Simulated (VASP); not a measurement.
# NbB2 (P6/mmm) in VASP: a series of runs

Runs on NbB2. Level: LDA. Tasks: single point, relaxation of cell and atoms.

All numbers are computed with VASP 6.6.1; they aren't measurements. Logs are shortened: lines on timing, memory, paths and dates and some standing lists are left out, and cuts for length are marked.

### 1 The cell of the first run

It takes space group P6/mmm (No. 191, hexagonal). The conventional cell has a = 3.074 Å, b = 3.074 Å, c = 3.278 Å, α = 90.00°, β = 90.00°, γ = 120.00°. Within 3.3 Å of Nb (site symmetry 6/mmm) lie 12 B at 2.42 Å and 8 Nb at 3.07 to 3.28 Å. Within 2.5 Å of B (site symmetry -6m2) lie 3 B at 1.77 Å and 6 Nb at 2.42 Å.

### 2 Single point, LDA

Input file INCAR:

```
PREC = Accurate ; ENCUT = 520
EDIFF = 1E-7 ; ISMEAR = -1
SIGMA = 0.15 ; LREAL = F
LASPH = T ; NELM = 60
ALGO = Normal ; ISIF = 2
LWAVE = F ; LCHARG = F
NBANDS = 16
```

Input file KPOINTS:

```
Automatic mesh
0
Gamma
  18 18 14
```

Input file POSCAR:

```
NbB2
1.0
    3.0742609795      0.0000000000      0.0000000000
   -1.5371304897      2.6623881061      0.0000000000
    0.0000000000      0.0000000000      3.2784879565
Nb B
1 2
Direct
    0.0000000000      0.0000000000      0.0000000000
    0.3333333333      0.6666666667      0.5000000000
    0.6666666667      0.3333333333      0.5000000000
```

Potentials or basis: VASP PAW LDA potentials, release 64 (Nb_sv, B).

Run with:

```bash
cat potpaw_LDA.64/Nb_sv/POTCAR potpaw_LDA.64/B/POTCAR > POTCAR
mpirun -np 1 vasp_std > vasp.out
```

OUTCAR:

```text
PREC = Accurate
   ENCUT = 520
   EDIFF = 1E-7
   ISMEAR = -1
   LREAL = F
   LASPH = T
   NELM = 60
   ISIF = 2

 ion  position               nearest neighbor table
   1  0.000  0.000  0.000-   2 2.42   3 2.42   2 2.42   3 2.42   2 2.42   2 2.42   3 2.42   3 2.42
                             3 2.42   3 2.42   2 2.42   2 2.42
   2  0.333  0.667  0.500-   3 1.77   3 1.77   3 1.77   1 2.42   1 2.42   1 2.42   1 2.42   1 2.42
                             1 2.42
   3  0.667  0.333  0.500-   2 1.77   2 1.77   2 1.77   1 2.42   1 2.42   1 2.42   1 2.42   1 2.42
                             1 2.42

  LATTYP: Found a hexagonal cell.
 ALAT       =     3.0742609795
 C/A-ratio  =     1.0664312426

  Lattice vectors:

 A1 = (   3.0742609795,   0.0000000000,   0.0000000000)
 A2 = (  -1.5371304897,   2.6623881061,   0.0000000000)
 A3 = (   0.0000000000,   0.0000000000,   3.2784879565)

Analysis of symmetry for initial positions (statically):
=====================================================================
 Subroutine PRICEL returns:
 Original cell was already a primitive cell.

 Routine SETGRP: Setting up the symmetry group for a
 hexagonal supercell.

 Subroutine GETGRP returns: Found 24 space group operations
 (whereof 24 operations were pure point group operations)
 out of a pool of 24 trial point group operations.

The static configuration has the point symmetry D_6h.

Analysis of symmetry for dynamics (positions and initial velocities):
=====================================================================
 Subroutine PRICEL returns:
 Original cell was already a primitive cell.

 Routine SETGRP: Setting up the symmetry group for a
 hexagonal supercell.

 Subroutine GETGRP returns: Found 24 space group operations
 (whereof 24 operations were pure point group operations)
 out of a pool of 24 trial point group operations.

The dynamic configuration has the point symmetry D_6h.

 Subroutine INISYM returns: Found 24 space group operations
 (whereof 24 operations are pure point group operations),
 and found     1 'primitive' translations

----------------------------------------------------------------------------------------

                                     Primitive cell

  volume of cell :      26.8340

  direct lattice vectors                    reciprocal lattice vectors
     3.074260979  0.000000000  0.000000000     0.325281428  0.187801320  0.000000000
    -1.537130490  2.662388106  0.000000000     0.000000000  0.375602639  0.000000000
     0.000000000  0.000000000  3.278487956     0.000000000  0.000000000  0.305018659

  length of vectors
     3.074260979  3.074260979  3.278487956     0.375602639  0.375602639  0.305018659

  position of ions in fractional coordinates (direct lattice)
     0.000000000  0.000000000  0.000000000
     0.333333333  0.666666667  0.500000000
     0.666666667  0.333333333  0.500000000

  ion indices of the primitive-cell ions
   primitive index   ion index
                 1           1
                 2           2
                 3           3

----------------------------------------------------------------------------------------

 KPOINTS: Automatic mesh

Automatic generation of k-mesh.
 Grid dimensions read from file:
 generate k-points for:   18   18   14

 Generating k-lattice:

  Cartesian coordinates                     Fractional coordinates (reciprocal lattice)
     0.018071190  0.010433407  0.000000000     0.055555556  0.000000000  0.000000000
     0.000000000  0.020866813  0.000000000     0.000000000  0.055555556  0.000000000
     0.000000000  0.000000000  0.021787047     0.000000000  0.000000000  0.071428571

  Length of vectors
     0.020866813  0.020866813  0.021787047

  Shift w.r.t. Gamma in fractional coordinates (k-lattice)
     0.000000000  0.000000000  0.000000000

 Subroutine IBZKPT returns following result:
 ===========================================

 Found    296 irreducible k-points:

 Following reciprocal coordinates:
            Coordinates               Weight
  0.000000  0.000000  0.000000      1.000000
  0.055556  0.000000  0.000000      6.000000
  0.111111  0.000000  0.000000      6.000000
  0.166667 -0.000000  0.000000      6.000000
  0.222222  0.000000  0.000000      6.000000
  0.277778  0.000000  0.000000      6.000000
[... 16 lines left out ...]
  0.333333  0.111111  0.000000     12.000000
  0.388889  0.111111  0.000000     12.000000
 [... further k-points ...]
   k-points           NKPTS =    296   k-points in BZ     NKDIM =    296   number of bands    NBANDS=     16
   number of dos      NEDOS =    301   number of ions     NIONS =      3
   total plane-waves  NPLWV =  13824
   dimension x,y,z NGX =    24 NGY =   24 NGZ =   24
   dimension x,y,z NGXF=    48 NGYF=   48 NGZF=   48
   ions per type =               1   2
   NGX,Y,Z   is equivalent  to a cutoff of  12.98, 12.98, 12.17 a.u.
   NGXF,Y,Z  is equivalent  to a cutoff of  25.96, 25.96, 24.34 a.u.
 SYSTEM =  unknown system
   PREC   = accura    normal or accurate (medium, high low for compatibility)
   ISTART =      0    job   : 0-new  1-cont  2-samecut
   ICHARG =      2    charge: 1-file 2-atom 10-const
   ISPIN  =      1    spin polarized calculation?
   LNONCOLLINEAR =      F non collinear calculations
   LSORBIT =      F    spin-orbit coupling
   LASPH  =      T    aspherical Exc in radial PAW
   ENCUT  =  520.0 eV  38.22 Ry    6.18 a.u.   5.72  5.72  6.10*2*pi/ulx,y,z
   NELM   =     60;   NELMIN=  2; NELMDL= -5     # of ELM steps
   EDIFF  = 0.1E-06   stopping-criterion for ELM
   LREAL  =      F    real-space projection
   EDIFFG = 0.1E-05   stopping-criterion for IOM
   NSW    =      0    number of steps for IOM
   IBRION =     -1    ionic relax: 0-MD 1-quasi-New 2-CG
   NFREE  =      0    steps in history (QN), initial steepest desc. (CG)
   ISIF   =      2    stress and relaxation
   ISYM   =      2    0-nonsym 1-usesym 2-fastsym
   POTIM  = 0.5000    time-step for ionic-motion
   TEBEG  =    0.0;   TEEND  =   0.0 temperature during run
   PSTRESS=    0.0 pullay stress
   NELECT =      19.0000    total number of electrons
   NUPDOWN=      -1.0000    fix difference up-down
   EMIN   =  10.00;   EMAX   =-10.00  energy-range for DOS
   EFERMI =   0.00;   METHOD = LEGACY
   ISMEAR =    -1;   SIGMA  =   0.15  broadening in eV -4-tet -1-fermi 0-gaus
   EFERMI_NEDOS =   21; number of points for ismear=-14 and -15
   IALGO  =     38    algorithm
   IMIX   =      4    mixing-type and parameters
     AMIX     =   0.40;   BMIX     =  1.00
     AMIX_MAG =   1.60;   BMIX_MAG =  1.00
  volume/ion in A,a.u.               =       8.94        60.36
  Fermi-wavevector in a.u.,A,eV,Ry     =   1.459142  2.757378 28.968089  2.129094
  Thomas-Fermi vector in A             =   2.575744
   LORBIT       =      0    0 simple, 1 ext, 2 COOP (PROOUT), +10 PAW based schemes
   GGA     = CA    functional components
   LHFCALC =     F    Hartree Fock is set to
   AEXX    =    0.0000 exact exchange contribution
   IVDW    =     0    specifies the selected vdW correction
   LEPSILON=     F    determine dielectric tensor
   LRPA    =     F    only Hartree local field effects (RPA)
 non-spin polarized calculation
  energy-cutoff  :      520.00
  volume of cell :       26.83
 maximum number of plane-waves:       744
 NGX is ok and might be reduce to    24
   NGX = 11   NGY = 11   NGZ = 13

 number of electron      19.0000000 magnetization

 Free energy of the ion-electron system (eV)
  ---------------------------------------------------
  ext. energy  EPLUGINS =         0.00000000
  ---------------------------------------------------
  free energy    TOTEN  =       -28.58876441 eV

  energy without entropy =      -28.51703566  energy(sigma->0) =      -28.55290004

 E-fermi :  12.9253     XC(G=0): -13.3669

 val. band max:       12.9179683418   @ k =   0.2222   0.0556   0.0714
 cond. band min:      12.9314116888   @ k =   0.2778   0.0556   0.0714
 fundamental gap:      0.0134433470
 Fermi energy:        12.9253381316

 k-point     1 :       0.0000    0.0000    0.0000
  band No.  band energies     occupation
      1     -42.4897      2.00000
      2     -18.8499      2.00000
      3     -18.3681      2.00000
      4     -18.3681      2.00000
      5      -1.4002      2.00000
      6       8.4692      2.00000
[... 8 lines left out ...]
     15      17.2670      0.00000
     16      17.4923      0.00000

 k-point     2 :       0.0556    0.0000    0.0000
  band No.  band energies     occupation
      1     -42.4867      2.00000
      2     -18.8456      2.00000
      3     -18.3946      2.00000
      4     -18.3740      2.00000
      5      -1.3351      2.00000
      6       8.3081      2.00000
[... 8 lines left out ...]
     15      17.7607      0.00000
     16      17.8139      0.00000

 k-point     3 :       0.1111    0.0000    0.0000
  band No.  band energies     occupation
      1     -42.4779      2.00000
      2     -18.8331      2.00000
      3     -18.4701      2.00000
      4     -18.3910      2.00000
      5      -1.1431      2.00000
      6       7.8723      2.00000
[... 8 lines left out ...]
     15      18.4209      0.00000
     16      18.8186      0.00000

 k-point     4 :       0.1667   -0.0000    0.0000
  band No.  band energies     occupation
      1     -42.4644      2.00000
      2     -18.8140      2.00000
      3     -18.5841      2.00000
      4     -18.4168      2.00000
      5      -0.8340      2.00000
      6       7.2610      2.00000
[... 8 lines left out ...]
     15      19.3175      0.00000
     16      19.4374      0.00000
[... 324 lines left out ...]
 k-point    22 :       0.2778    0.1111    0.0000
  band No.  band energies     occupation
      1     -42.4089      2.00000
      2     -18.9922      2.00000
      3     -18.7352      2.00000
      4     -18.5627      2.00000
      5       0.8164      2.00000
      6       5.1206      2.00000
[... 8 lines left out ...]
     15      19.8474      0.00000
     16      22.3669      0.00000

 k-point    23 :       0.3333    0.1111    0.0000
  band No.  band energies     occupation
      1     -42.3960      2.00000
      2     -19.0833      2.00000
      3     -18.7169      2.00000
      4     -18.5951      2.00000
      5       1.4389      2.00000
      6       4.4143      2.00000
[... 8 lines left out ...]
     15      20.7262      0.00000
     16      21.9262      0.00000

 k-point    24 :       0.3889    0.1111    0.0000
  band No.  band energies     occupation
      1     -42.3876      2.00000
      2     -19.1422      2.00000
      3     -18.7050      2.00000
      4     -18.6162      2.00000
      5       2.0814      2.00000
      6       3.7200      2.00000
[... 8 lines left out ...]
     15      21.4104      0.00000
     16      21.4484      0.00000

 [... further k-points ...]

------------------------ aborting loop because EDIFF is reached ----------------------------------------

  FORCE on cell =-STRESS in cart. coord.  units (eV):
  Direction    XX          YY          ZZ          XY          YZ          ZX
  --------------------------------------------------------------------------------------
  -------------------------------------------------------------------------------------
  Total        0.0192139      0.0192139     -0.0103500      0.0000000      0.0000000      0.0000000
  in kB        1.1472025      1.1472025     -0.6179696      0.0000000      0.0000000      0.0000000
  external PRESSURE =       0.5588118 kB  Pullay stress =       0.0000000 kB

 VOLUME and BASIS-vectors are now :
 -----------------------------------------------------------------------------
  energy-cutoff  :      520.00
  volume of cell :       26.83
      direct lattice vectors                 reciprocal lattice vectors
     3.074260979  0.000000000  0.000000000     0.325281428  0.187801320  0.000000000
    -1.537130490  2.662388106  0.000000000     0.000000000  0.375602639  0.000000000
     0.000000000  0.000000000  3.278487956     0.000000000  0.000000000  0.305018659

 POSITION                                       TOTAL-FORCE (eV/Angst)
 -----------------------------------------------------------------------------------
      0.00000      0.00000      0.00000         0.000000      0.000000      0.000000
     -0.00000      1.77493      1.63924         0.000000      0.000000      0.000000
      1.53713      0.88746      1.63924        -0.000000      0.000000     -0.000000
 -----------------------------------------------------------------------------------
    total drift:                               -0.000000      0.000000      0.000000

  FREE ENERGIE OF THE ION-ELECTRON SYSTEM (eV)
  ---------------------------------------------------
  free  energy   TOTEN  =       -28.5887644127 eV

  energy  without entropy=      -28.5170356596  energy(sigma->0) =      -28.55290004
```

Wall time 2.3 min (1 thread of Intel Xeon 8259CL, shared host); peak memory 0.23 GiB.

Results:

* Free energy: -28.5888 eV
* Pressure: 0.1 GPa
* Band gap on the k mesh: zero (an odd number of electrons rules out a gap without spin polarisation)

### 3 Relaxation of cell and atoms, LDA

Input file INCAR:

```
PREC     = Accurate       # precision mode
ENCUT    = 600            # plane-wave cutoff, eV
EDIFF    = 1E-6           # SCF threshold, eV
ISMEAR   = -1             # smearing method
SIGMA    = 0.15           # smearing width, eV
LREAL    = F              # projectors in reciprocal space
LASPH    = T              # aspherical terms in the spheres
NELM     = 60             # most SCF steps
ALGO     = Normal         # electronic algorithm
ISIF     = 3              # what is computed and relaxed
LWAVE    = F              # write WAVECAR
LCHARG   = F              # write CHGCAR
IBRION   = 2              # ionic algorithm
NSW      = 80             # ionic steps
EDIFFG   = -0.001         # ionic threshold
```

Input file KPOINTS:

```
regular mesh
0
Gamma
  18 18 14
```

Input file POSCAR:

```
NbB2
1.0
    3.0748448716      0.0000000000      0.0000000000
   -1.5374224358      2.6628937715      0.0000000000
    0.0000000000      0.0000000000      3.2749149185
Nb B
1 2
Direct
    0.0000000000      0.0000000000      0.0000000000
    0.3333333333      0.6666666667      0.5000000000
    0.6666666667      0.3333333333      0.5000000000
```

Potentials or basis: VASP PAW LDA potentials, release 64 (Nb_sv, B).

Run with:

```bash
cat potpaw_LDA.64/Nb_sv/POTCAR potpaw_LDA.64/B/POTCAR > POTCAR
mpirun -np 1 vasp_std > vasp.out
```

Run time: 11 min. Hardware: 1 thread of Intel Xeon 8259CL, shared host; peak memory 0.26 GiB.

Results (log left out):

| Quantity | Value |
| --- | --- |
| Free energy | -28.5903 eV |
| Relaxed volume | 8.95 Å³/atom |
| Relaxed cell | a = 3.075 Å, b = 3.075 Å, c = 3.277 Å, α = 90.00°, β = 90.00°, γ = 120.00° |
| Space group after relaxing (to 0.1 Å) | P6/mmm (No. 191) |
| Energy gained by relaxing | 0.0 meV/atom |
| Ionic steps | 10 |
| Pressure after relaxing | 0.0 GPa |
| Band gap on the k mesh | zero (an odd number of electrons rules out a gap without spin polarisation) |

Final structure:
```yaml
crystal:
  lattice:
    - [3.07496, 0.00000, 0.00000]
    - [-1.53748, 2.66300, 0.00000]
    - [0.00000, 0.00000, 3.27743]
  atoms:
    - { symbol: Nb, position: [0.00000, 0.00000, 0.00000] }
    - { symbol: B, position: [0.33333, 0.66667, 0.50000] }
    - { symbol: B, position: [0.66667, 0.33333, 0.50000] }
```

Levels at points of the mesh, in eV from the Fermi level:
```tsv
k point	band 5	band 6	band 7	band 8	band 9	band 10	band 11	band 12	band 13
(0.00, 0.00, 0.00)	-14.32	-4.46	-4.46	-4.41	-3.13	1.31	1.31	3.23	3.23
(0.50, 0.00, 0.00)	-10.63	-9.72	-5.32	-4.59	-4.32	0.35	1.75	2.64	3.28
(0.00, 0.00, 0.50)	-11.85	-8.70	-2.05	-2.05	-1.85	-1.85	-1.22	-1.22	0.71
(0.50, 0.00, 0.50)	-11.42	-8.15	-6.42	-5.95	-3.38	2.26	3.04	3.74	5.22
```
